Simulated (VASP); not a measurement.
# Si2W (AlB2 type) (P6/mmm) in VASP: a series of runs, part 2 of 2

VASP 6.6.1. Earlier steps stand in the parts before.

### Step 4. Relaxation of shape and atoms at fixed volume, PBE

This run uses another cell than the first one, of 8.78 Å³/atom, 0.620 times its volume.

INCAR

```
SYSTEM = Si2W
ALGO = Normal ; EDIFF = 1E-6
EDIFFG = -0.005 ; ENCUT = 600
GGA = PE ; IBRION = 2
ISIF = 4 ; ISMEAR = -1
LASPH = .TRUE. ; LCHARG = .FALSE.
LREAL = .FALSE. ; LWAVE = .FALSE.
NELM = 80 ; NSW = 50
PREC = Accurate ; SIGMA = 0.1
```

KPOINTS

```
k-points
0
G
  10 10 8
  0 0 0
```

POSCAR

```
Si2W
1.0
    3.7051397620      0.0000000000      0.0000000000
   -1.8525698810      3.2087451585      0.0000000000
    0.0000000000      0.0000000000      2.2142806060
W Si
1 2
Direct
    0.0000000000      0.0000000000      0.0000000000
    0.3333333333      0.6666666667      0.5000000000
    0.6666666667      0.3333333333      0.5000000000
```

Potentials or basis: VASP PAW PBE potentials, release 64 (W_sv, Si).

Command:

```
cat potpaw_PBE.64/W_sv/POTCAR potpaw_PBE.64/Si/POTCAR > POTCAR
mpirun -np 1 vasp_std > vasp.out
```

OUTCAR:

```text
SYSTEM = Si2W
   EDIFF = 1E-6
   EDIFFG = -0.005
   ENCUT = 600
   GGA = PE
   IBRION = 2
   ISIF = 4
   ISMEAR = -1
   LASPH = .TRUE.
   LREAL = .FALSE.
   NELM = 80
   NSW = 50
   PREC = Accurate

 ion  position               nearest neighbor table
   1  0.000  0.000  0.000-   2 2.41   3 2.41   2 2.41   3 2.41   3 2.41   3 2.41   2 2.41   2 2.41
                             3 2.41   3 2.41   2 2.41   2 2.41
   2  0.333  0.667  0.500-   3 2.14   3 2.14   3 2.14   1 2.41   1 2.41   1 2.41   1 2.41   1 2.41
                             1 2.41   3 3.08   3 3.08   3 3.08   3 3.08   3 3.08   3 3.08
   3  0.667  0.333  0.500-   2 2.14   2 2.14   2 2.14   1 2.41   1 2.41   1 2.41   1 2.41   1 2.41
                             1 2.41   2 3.08   2 3.08   2 3.08   2 3.08   2 3.08   2 3.08

  LATTYP: Found a hexagonal cell.
 ALAT       =     3.7051397620
 C/A-ratio  =     0.5976240434

  Lattice vectors:

 A1 = (   3.7051397620,   0.0000000000,   0.0000000000)
 A2 = (  -1.8525698810,   3.2087451585,   0.0000000000)
 A3 = (   0.0000000000,   0.0000000000,   2.2142806060)

Analysis of symmetry for initial positions (statically):
=====================================================================
 Subroutine PRICEL returns:
 Original cell was already a primitive cell.

 Routine SETGRP: Setting up the symmetry group for a
 hexagonal supercell.

 Subroutine GETGRP returns: Found 24 space group operations
 (whereof 24 operations were pure point group operations)
 out of a pool of 24 trial point group operations.

The static configuration has the point symmetry D_6h.

Analysis of symmetry for dynamics (positions and initial velocities):
=====================================================================
 Subroutine PRICEL returns:
 Original cell was already a primitive cell.

 Routine SETGRP: Setting up the symmetry group for a
 hexagonal supercell.

 Subroutine GETGRP returns: Found 24 space group operations
 (whereof 24 operations were pure point group operations)
 out of a pool of 24 trial point group operations.

The dynamic configuration has the point symmetry D_6h.
[... 157 lines left out ...]
  -------------------------------------------------------------------------------------
  Total       37.0472896     37.0472896     50.7171217      0.0000000     -0.0000000      0.0000000
  in kB     2254.7300083   2254.7300084   3086.6877894      0.0000000     -0.0000000      0.0000000
  external PRESSURE =    2532.0492687 kB  Pullay stress =       0.0000000 kB
[... 92 lines left out ...]
  FREE ENERGIE OF THE ION-ELECTRON SYSTEM (eV)
  ---------------------------------------------------
  free  energy   TOTEN  =       -14.7385735904 eV

  energy  without entropy=      -14.7093534752  energy(sigma->0) =      -14.72396353

[... ionic steps 4 to 13 ...]

--------------------------------------- Ionic step       14  -------------------------------------------

 number of electron      22.0000001 magnetization

------------------------ aborting loop because EDIFF is reached ----------------------------------------
[... 69 lines left out ...]
--------------------------------------- Ionic step       16  -------------------------------------------

 number of electron      22.0000001 magnetization

 Free energy of the ion-electron system (eV)
  ---------------------------------------------------
  ext. energy  EPLUGINS =         0.00000000
  ---------------------------------------------------
  free energy    TOTEN  =       -14.73950761 eV

  energy without entropy =      -14.70974345  energy(sigma->0) =      -14.72462553

 E-fermi :  19.7222     XC(G=0): -14.7304

 val. band max:       19.6672709250   @ k =   0.4000   0.2000   0.5000
 cond. band min:      19.7288518577   @ k =   0.2000   0.1000   0.1250
 fundamental gap:      0.0615809327
 Fermi energy:        19.7222070768

 k-point     1 :       0.0000    0.0000    0.0000
  band No.  band energies     occupation
      1     -54.4236      2.00000
      2     -19.1934      2.00000
      3     -19.1934      2.00000
      4     -17.2272      2.00000
      5       1.1445      2.00000
      6       9.7684      2.00000
      7       9.7684      2.00000
      8      12.4055      2.00000
      9      15.2699      2.00000
     10      19.0108      1.99837
     11      19.0108      1.99837
     12      22.7832      0.00000
     13      22.7832      0.00000
     14      26.3005      0.00000
[... 401 lines left out ...]
      2     -19.2826      2.00000
      3     -19.1606      2.00000
      4     -17.8911      2.00000
      5       5.0619      2.00000
      6       6.1662      2.00000
      7      11.0767      2.00000
      8      13.3475      2.00000
      9      15.9911      2.00000
     10      16.1322      2.00000
     11      18.3550      2.00000
     12      20.3883      0.00256
     13      24.3067      0.00000
     14      25.3276      0.00000
     15      26.1707      0.00000

 [... further k-points ...]

------------------------ aborting loop because EDIFF is reached ----------------------------------------

  FORCE on cell =-STRESS in cart. coord.  units (eV):
  Direction    XX          YY          ZZ          XY          YZ          ZX
  --------------------------------------------------------------------------------------
  -------------------------------------------------------------------------------------
  Total       40.4271355     40.4271355     40.4217288     -0.0000000      0.0000000      0.0000000
  in kB     2460.4303473   2460.4303479   2460.1012906     -0.0000000      0.0000000      0.0000000
  external PRESSURE =    2460.3206619 kB  Pullay stress =       0.0000000 kB
[... 18 lines left out ...]
  FREE ENERGIE OF THE ION-ELECTRON SYSTEM (eV)
  ---------------------------------------------------
  free  energy   TOTEN  =       -14.7395076104 eV

  energy  without entropy=      -14.7097434525  energy(sigma->0) =      -14.72462553

 reached required accuracy - stopping structural energy minimisation
```

OSZICAR:

```text
N       E                     dE             d eps       ncg     rms          rms(c)
DAV:   1     0.159153121107E+03    0.15915E+03   -0.12839E+04  2100   0.176E+03
DAV:   2    -0.110591112114E+02   -0.17021E+03   -0.16815E+03  2499   0.419E+02
DAV:   3    -0.154232656698E+02   -0.43642E+01   -0.41831E+01  2513   0.576E+01
[... 88 lines left out ...]
       N       E                     dE             d eps       ncg     rms          rms(c)
DAV:   1    -0.147395289086E+02   -0.31884E-04   -0.73560E-04  2345   0.289E-01    0.239E-02
DAV:   2    -0.147395124910E+02    0.16418E-04   -0.45374E-05  2289   0.588E-02    0.176E-02
DAV:   3    -0.147395082542E+02    0.42367E-05   -0.55434E-06  2359   0.211E-02    0.556E-03
DAV:   4    -0.147395076104E+02    0.64380E-06   -0.12513E-06  1237   0.993E-03
  16 F= -.14739508E+02 E0= -.14724626E+02  d E =-.467770E-04
```

CONTCAR:

```text
Si2W
   1.00000000000000
     3.6278432152133835   -0.0000000000000000   -0.0000000000000000
    -1.8139216076066917    3.1418043856811106    0.0000000000000001
     0.0000000000000000    0.0000000000000000    2.3096428373836484
  W               Si
     1     2
Direct
     0.0000000000000000    0.0000000000000000    1.0000000000000000
     0.3333333332999970    0.6666666667000030    0.5000000000000000
     0.6666666667000030    0.3333333332999970    0.5000000000000000

  0.00000000E+00  0.00000000E+00  0.00000000E+00
  0.00000000E+00  0.00000000E+00  0.00000000E+00
  0.00000000E+00  0.00000000E+00  0.00000000E+00
```

Wall time 2.4 min (1 thread of AMD EPYC 9R45 (Zen 5), shared host); peak memory 0.13 GiB.

Results:

| Quantity | Value |
| --- | --- |
| Free energy | -14.7395 eV |
| Energy gained by relaxing | 96.1 meV/atom |
| Ionic steps | 16 |
| Pressure after relaxing | 246.0 GPa |
| Band gap on the k mesh | zero (band 11 reaches 21.39 eV, above the bottom of band 12 at 16.86 eV) |

Step by step:
```csv
step,energy change (eV),largest force (eV/Å),pressure (GPa),volume (Å³)
1,0.0000,0.0000,253.20,26.33
2,0.6159,0.0000,250.32,26.33
3,-0.2872,0.0000,245.85,26.33
4,-0.2882,0.0000,246.00,26.33
5,-0.2881,0.0000,246.09,26.33
6,-0.2881,0.0000,246.11,26.33
7,-0.2881,0.0000,246.09,26.33
8,-0.2881,0.0000,246.09,26.33
9,-0.2881,0.0000,246.09,26.33
10,-0.2881,0.0000,246.09,26.33
11,-0.2881,0.0000,246.09,26.33
12,-0.2881,0.0000,246.09,26.33
13,-0.2881,0.0000,246.09,26.33
14,-0.2882,0.0000,246.08,26.33
15,-0.2882,0.0000,246.07,26.33
16,-0.2882,0.0000,246.03,26.33
```

Final structure:
```yaml
crystal:
  lattice:
    - [3.62784, 0.00000, 0.00000]
    - [-1.81392, 3.14180, 0.00000]
    - [0.00000, 0.00000, 2.30964]
  atoms:
    - { symbol: W, position: [0.00000, 0.00000, 0.00000] }
    - { symbol: Si, position: [0.33333, 0.66667, 0.50000] }
    - { symbol: Si, position: [0.66667, 0.33333, 0.50000] }
```

Levels at points of the mesh, in eV from the Fermi level:
```
           k point  band 9  band 10  band 11  band 12  band 13  band 14
(0.00, 0.00, 0.00)   -4.45    -0.71    -0.71     3.06     3.06     6.58
(0.50, 0.00, 0.00)   -4.39    -3.86     1.29     2.54     4.14     5.39
(0.00, 0.00, 0.50)   -4.76    -4.76    -2.86    -2.86    -0.95     6.98
(0.50, 0.00, 0.50)   -7.38    -1.06    -0.72     0.96     1.78     2.76
```

Caveat: spin-orbit coupling is left out, which moves the levels of the heavy elements.

### Step 5. Relaxation of shape and atoms at fixed volume, PBE

This run uses another cell than the first one, of 10.19 Å³/atom, 0.720 times its volume.

INCAR

```
PREC = Accurate
ENCUT = 600
EDIFF = 1E-7
ISMEAR = -1
SIGMA = 0.1
LREAL = False
LASPH = True
NELM = 60
ALGO = Normal
ISIF = 4
LWAVE = False
LCHARG = False
GGA = PE
IBRION = 2
NSW = 50
EDIFFG = -0.005
```

KPOINTS

```
regular mesh
0
Gamma
  10 10 8
```

POSCAR

```
Si2W
1.0
    3.8944984053      0.0000000000      0.0000000000
   -1.9472492026      3.3727345540      0.0000000000
    0.0000000000      0.0000000000      2.3274458841
W Si
1 2
Direct
    0.0000000000      0.0000000000      0.0000000000
    0.3333333333      0.6666666667      0.5000000000
    0.6666666667      0.3333333333      0.5000000000
```

Command:

```
cat potpaw_PBE.64/W_sv/POTCAR potpaw_PBE.64/Si/POTCAR > POTCAR
mpirun -np 1 vasp_std > vasp.out
```

It took 3.1 min on 1 thread of AMD EPYC 9R45 (Zen 5), shared host; peak memory 0.15 GiB.

Results (log left out):

* Free energy: -19.4386 eV
* Energy gained by relaxing: 47.2 meV/atom
* Ionic steps: 19
* Pressure after relaxing: 121.6 GPa
* Band gap on the k mesh: zero (band 11 reaches 18.48 eV, above the bottom of band 12 at 14.34 eV)

The path:
| step | energy change (eV) | largest force (eV/Å) | pressure (GPa) | volume (Å³) |
| --- | --- | --- | --- | --- |
| 1 | 0.0000 | 0.0000 | 125.82 | 30.57 |
| 2 | 0.0809 | 0.0000 | 121.57 | 30.57 |
| 3 | -0.1415 | 0.0000 | 121.71 | 30.57 |
| 4 | -0.1417 | 0.0000 | 121.60 | 30.57 |
| 5 | -0.1417 | 0.0000 | 121.64 | 30.57 |
| 6 | -0.1417 | 0.0000 | 121.64 | 30.57 |
| 7 | -0.1417 | 0.0000 | 121.64 | 30.57 |
| 8 | -0.1417 | 0.0000 | 121.64 | 30.57 |
| 9 | -0.1417 | 0.0000 | 121.64 | 30.57 |
| 10 | -0.1417 | 0.0000 | 121.64 | 30.57 |
| 11 | -0.1417 | 0.0000 | 121.64 | 30.57 |
| 12 | -0.1417 | 0.0000 | 121.64 | 30.57 |
| 13 | -0.1417 | 0.0000 | 121.64 | 30.57 |
| 14 | -0.1417 | 0.0000 | 121.64 | 30.57 |
| 15 | -0.1417 | 0.0000 | 121.64 | 30.57 |
| 16 | -0.1417 | 0.0000 | 121.64 | 30.57 |
| 17 | -0.1417 | 0.0000 | 121.64 | 30.57 |
| 18 | -0.1417 | 0.0000 | 121.64 | 30.57 |
| 19 | -0.1417 | 0.0000 | 121.63 | 30.57 |

Final structure:
```cif
data_structure
_symmetry_space_group_name_H-M 'P 1'
_symmetry_Int_Tables_number 1
_cell_length_a 3.8264
_cell_length_b 3.8264
_cell_length_c 2.4111
_cell_angle_alpha 90.000
_cell_angle_beta 90.000
_cell_angle_gamma 120.000
_cell_volume 30.57
loop_
_atom_site_label
_atom_site_type_symbol
_atom_site_fract_x
_atom_site_fract_y
_atom_site_fract_z
_atom_site_occupancy
W1 W 0.00000 0.00000 0.00000 1
Si1 Si 0.33333 0.66667 0.50000 1
Si2 Si 0.66667 0.33333 0.50000 1
```

Levels at points of the mesh, in eV from the Fermi level:
| k point | band 8 | band 9 | band 10 | band 11 | band 12 | band 13 | band 14 | band 15 |
| --- | --- | --- | --- | --- | --- | --- | --- | --- |
| (0.00, 0.00, 0.00) | -6.35 | -4.62 | -1.11 | -1.11 | 2.75 | 2.75 | 5.54 | 5.54 |
| (0.50, 0.00, 0.00) | -6.96 | -3.86 | -3.28 | 1.33 | 2.38 | 4.09 | 4.54 | 5.55 |
| (0.00, 0.00, 0.50) | -6.88 | -3.73 | -3.73 | -2.55 | -2.55 | -0.96 | 4.68 | 8.47 |
| (0.50, 0.00, 0.50) | -7.18 | -7.15 | -0.97 | -0.49 | 1.22 | 1.27 | 2.49 | 2.67 |

Caveat: spin-orbit coupling is left out, which moves the levels of the heavy elements.

### Step 6. Overview

| task | cell | cutoff (eV) | gap on the mesh (eV) | pressure (GPa) |
| --- | --- | --- | --- | --- |
| single point | a = 4.345, b = 4.345, c = 2.597 Å, angles 90.0, 90.0, 120.0°, 3 atoms | 520 | none | 0.1 |
| relaxation of shape and atoms at fixed volume | relaxed from a = 3.705, b = 3.705, c = 2.214 Å, angles 90.0, 90.0, 120.0°, 3 atoms | 600 | none | 246.0 |
| relaxation of shape and atoms at fixed volume | relaxed from a = 3.894, b = 3.894, c = 2.327 Å, angles 90.0, 90.0, 120.0°, 3 atoms | 600 | none | 121.6 |

Alike in all rows: level PBE; potentials or basis VASP PAW PBE potentials, release 64 (W_sv, Si); no spin polarisation; k mesh 10 × 10 × 8; smearing fermi-dirac 0.1 eV.

Caveats: spin-orbit coupling is left out, which moves the levels of the heavy elements.

Total energies depend on the potentials used, so only differences within one code and one set of settings carry meaning.
